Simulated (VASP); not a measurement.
# AlN (P6_3mc) in VASP: notebook, part 4 of 4

VASP 6.6.1. Earlier steps stand in the parts before.

## Step 6: Vibrations by perturbation theory, PBEsol

This run uses another cell than the first one, of 10.36 Å³/atom, 1.058 times its volume.

INCAR

```
SYSTEM = AlN
PREC = Accurate ; ENCUT = 520
EDIFF = 1E-8 ; ISMEAR = 0
SIGMA = 0.01 ; LREAL = .FALSE.
LASPH = .TRUE. ; NELM = 100
ALGO = Normal ; ISIF = 2
LWAVE = .FALSE. ; LCHARG = .FALSE.
GGA = PS ; IBRION = 8
NSW = 1
```

KPOINTS

```
Automatic mesh
0
G
  8 8 6
  0 0 0
```

POSCAR

```
AlN
1.0
    3.1045397151      0.0000000000      0.0000000000
   -1.5522698575      2.6886102603      0.0000000000
    0.0000000000      0.0000000000      4.9654777945
Al N
2 2
Direct
    0.3333333333      0.6666666667     -0.0010774658
    0.6666666667      0.3333333333      0.4989225342
    0.3333333333      0.6666666667      0.3810774658
    0.6666666667      0.3333333333      0.8810774658
```

Potentials or basis: VASP PAW PBE potentials, release 64 (Al, N).

Command:

```bash
cat potpaw_PBE.64/Al/POTCAR potpaw_PBE.64/N/POTCAR > POTCAR
mpirun -np 1 vasp_std > vasp.out
```

OUTCAR:

```text
SYSTEM = AlN
   PREC = Accurate
   ENCUT = 520
   EDIFF = 1E-8
   ISMEAR = 0
   LREAL = .FALSE.
   LASPH = .TRUE.
   NELM = 100
   ISIF = 2
   GGA = PS
   IBRION = 8
   NSW = 1

 ion  position               nearest neighbor table
   1  0.333  0.667  0.999-   4 1.89   4 1.89   4 1.89   3 1.90   2 3.06   2 3.06   2 3.06   2 3.06
                             2 3.06   2 3.06
   2  0.667  0.333  0.499-   3 1.89   3 1.89   3 1.89   4 1.90   1 3.06   1 3.06   1 3.06   1 3.06
                             1 3.06   1 3.06
   3  0.333  0.667  0.381-   2 1.89   2 1.89   2 1.89   1 1.90
   4  0.667  0.333  0.881-   1 1.89   1 1.89   1 1.89   2 1.90

  LATTYP: Found a hexagonal cell.
 ALAT       =     3.1045397151
 C/A-ratio  =     1.5994247941

  Lattice vectors:

 A1 = (   3.1045397151,   0.0000000000,   0.0000000000)
 A2 = (  -1.5522698575,   2.6886102603,   0.0000000000)
 A3 = (   0.0000000000,   0.0000000000,   4.9654777945)

Analysis of symmetry for initial positions (statically):
=====================================================================
 Subroutine PRICEL returns:
 Original cell was already a primitive cell.

 Routine SETGRP: Setting up the symmetry group for a
 hexagonal supercell.

 Subroutine GETGRP returns: Found 12 space group operations
[... 589 lines left out ...]
  ---------------------------------------------------
  free energy    TOTEN  =        -0.25313378 eV

  energy without entropy =       -0.25313378

------------------------ aborting loop because EDIFF is reached ----------------------------------------

 INTERNAL STRAIN TENSOR  FOR ION    3  DIRECTION 3   (eV/Angst):
 -----------------------------------------------------------------------------
     5.88954  0.00000 -0.00000
     0.00000  5.88954 -0.00000
    -0.00000 -0.00000-13.05626

 INTERNAL STRAIN TENSOR FOR ION    4 for displacements in x,y,z  (eV/Angst):
          X           Y           Z          XY          YZ          ZX
  --------------------------------------------------------------------------------
  x     0.00000    -0.00000     0.00000    11.10588     0.00000     5.63046
  y    11.10588   -11.10588     0.00000    -0.00000     5.64308     0.00000
  z     5.88954     5.88954   -13.05626     0.00000     0.00000    -0.00000

 SECOND DERIVATIVES (NOT SYMMETRIZED)
 ------------------------------------
               1X          1Y          1Z          2X          2Y          2Z          3X          3Y          3Z          4X          4Y          4Z
  1X   -16.123490   -0.000000   -0.000000    0.679622    0.000000    0.000000    1.418909    0.000000    0.000000   14.024959    0.000000    0.000000
  1Y    -0.000000  -16.123490    0.000000    0.000000    0.679622    0.000000    0.000000    1.418909    0.000000    0.000000   14.024959    0.000000
  1Z     0.000000   -0.000000  -21.321511    0.000000   -0.000000    8.427138   -0.000000    0.000000    6.711167    0.000000    0.000000    6.183207
  2X     0.679622    0.000000    0.000000  -16.123490   -0.000000    0.000000   14.024959    0.000000    0.000000    1.418909    0.000000   -0.000000
  2Y     0.000000    0.679622    0.000000   -0.000000  -16.123490    0.000000    0.000000   14.024959    0.000000    0.000000    1.418909   -0.000000
  2Z    -0.000000    0.000000    8.427138   -0.000000    0.000000  -21.321511    0.000000    0.000000    6.183207    0.000000   -0.000000    6.711167
  3X     1.418131    0.000000    0.000000   14.023451    0.000000   -0.000000  -16.170231   -0.000000    0.000000    0.728649    0.000000   -0.000000
  3Y     0.000000    1.418131    0.000000    0.000000   14.023451    0.000000   -0.000000  -16.170231   -0.000000    0.000000    0.728649   -0.000000
  3Z     0.000000   -0.000000    6.685319   -0.000000    0.000000    6.206105   -0.000000    0.000000  -19.922108    0.000000   -0.000000    7.030684
  4X    14.023451    0.000000    0.000000    1.418131    0.000000   -0.000000    0.728649    0.000000    0.000000  -16.170231   -0.000000   -0.000000
  4Y     0.000000   14.023451    0.000000    0.000000    1.418131    0.000000    0.000000    0.728649   -0.000000   -0.000000  -16.170231   -0.000000
  4Z     0.000000    0.000000    6.206105   -0.000000   -0.000000    6.685319   -0.000000    0.000000    7.030684    0.000000    0.000000  -19.922108

 Eigenvectors and eigenvalues of the dynamical matrix
 ----------------------------------------------------

   1 f  =   21.695269 THz   136.315394 2PiTHz  723.676272 cm-1    89.724382 meV
             X         Y         Z           dx          dy          dz
     -0.000000  1.792407  4.960128     0.000000   -0.000000    0.022242
      1.552270  0.896203  2.477389     0.000000   -0.000000   -0.022242
     -0.000000  1.792407  1.892232    -0.000000    0.000000   -0.706757
      1.552270  0.896203  4.374971    -0.000000    0.000000    0.706757
[... 71 lines left out ...]
  12 f/i=    0.001003 THz     0.006304 2PiTHz    0.033467 cm-1     0.004149 meV
             X         Y         Z           dx          dy          dz
     -0.000000  1.792407  4.960128     0.000000   -0.000000    0.573721
      1.552270  0.896203  2.477389     0.000000   -0.000000    0.573721
     -0.000000  1.792407  1.892232     0.000000   -0.000000    0.413334
      1.552270  0.896203  4.374971     0.000000   -0.000000    0.413334

--------------------------------------------------------------------------------------------------------

 ELASTIC MODULI CONTR FROM IONIC RELAXATION (kBar)
 Direction    XX          YY          ZZ          XY          YZ          ZX
 --------------------------------------------------------------------------------
 XX        -779.6447    362.7649    462.0436     -0.0000     -0.0000     -0.0000
 YY         362.7649   -779.6447    462.0436     -0.0000      0.0000      0.0000
 ZZ         462.0436    462.0436  -1024.2005      0.0000      0.0000     -0.0000
 XY          -0.0000     -0.0000      0.0000   -571.2048     -0.0000      0.0000
 YZ           0.0000     -0.0000      0.0000     -0.0000   -146.3029     -0.0000
 ZX          -0.0000      0.0000     -0.0000     -0.0000     -0.0000   -155.5277
 --------------------------------------------------------------------------------
```

stdout:

```text
POSCAR found type information on POSCAR AlN
 POSCAR found :  2 types and       4 ions
 scaLAPACK will be used
 -----------------------------------------------------------------------------
|                                                                             |
|                                                                             |
|     You enforced a specific xc type in the INCAR file but a different       |
|     I HOPE YOU KNOW WHAT YOU ARE DOING!                                     |
|                                                                             |
 -----------------------------------------------------------------------------

 LDA part: xc-table for (Slater+PW92), standard interpolation
 POSCAR, INCAR and KPOINTS ok, starting setup
 FFT: planning ... GRIDC
 FFT: planning ... GRID_SOFT
 FFT: planning ... GRID
 WAVECAR not read
 entering main loop
 Linear response reoptimize wavefunctions to high precision
 Linear response DOF=           4
 Linear response progress:
 first order change of Fermi-energy  -0.44075E-01
 force on displaced ion       1 direction 1 : -16.123  -0.000  -0.000
 Linear response progress:
 first order change of Fermi-energy   0.15997E+00
 force on displaced ion       1 direction 3 :  -0.000   0.000 -21.322
 Linear response progress:
 first order change of Fermi-energy   0.46201E-01
 force on displaced ion       3 direction 1 : -16.170   0.000  -0.000
 Linear response progress:
 first order change of Fermi-energy  -0.15991E+00
 force on displaced ion       3 direction 3 :  -0.000  -0.000 -19.922
 Linear response finished
```

Run time: 2 min. Hardware: 1 thread of Intel Xeon 6975P-C (Granite Rapids), shared host; peak memory 0.36 GiB.

What came out:

```yaml
Highest_phonon_frequency_at_Γ_LO-TO_splitting_left_out: 724 cm⁻¹
```

Phonon frequencies in cm⁻¹ (negative: imaginary):
```csv
q point,frequencies
"(0.000, 0.000, 0.000)",0 0 0 235 235 547 617 665 665 675 675 724
```

Caveat: the cell wasn't relaxed at this level first, which shifts response properties; the PAW data sets were made with another functional, which shifts forces and pressure a little.
